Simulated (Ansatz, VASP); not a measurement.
One calculation of BP, two programs

```
B P
1.0
     0.00000    2.23753    2.26619
     2.23753    0.00000    2.26619
     2.23753    2.23753    0.00000
B P
1 1
Direct
  0.00000 0.00000 0.00000
  0.25000 0.25000 0.25000
```

Change from the starting cell: strained cell.

Alike in both runs: task relaxation of the atoms; functional PBEsol; k mesh 10 × 10 × 10; occupations gaussian, width 0.02 eV; no spin polarisation.

```csv
,VASP,Ansatz
version,VASP 6.6.1,Ansatz 0.2.0
potentials or method,"VASP PAW PBE potentials, release 64 (B, P), cutoff 450 eV","scalar-relativistic, plane waves, PAW"
valence electrons in the cell,8,8
```

```csv
,VASP,Ansatz,Ansatz less VASP
"gap on the k mesh at the Fermi level, each at its own relaxed structure (eV)",1.00,1.00,+0.004
```

VASP's potentials were made for PBE, not for PBEsol, and Ansatz warns of the same on its side. Ansatz's warnings: stress scf threshold loose.

Noted on VASP's run: the relaxation stopped at its first step, so nothing moved.
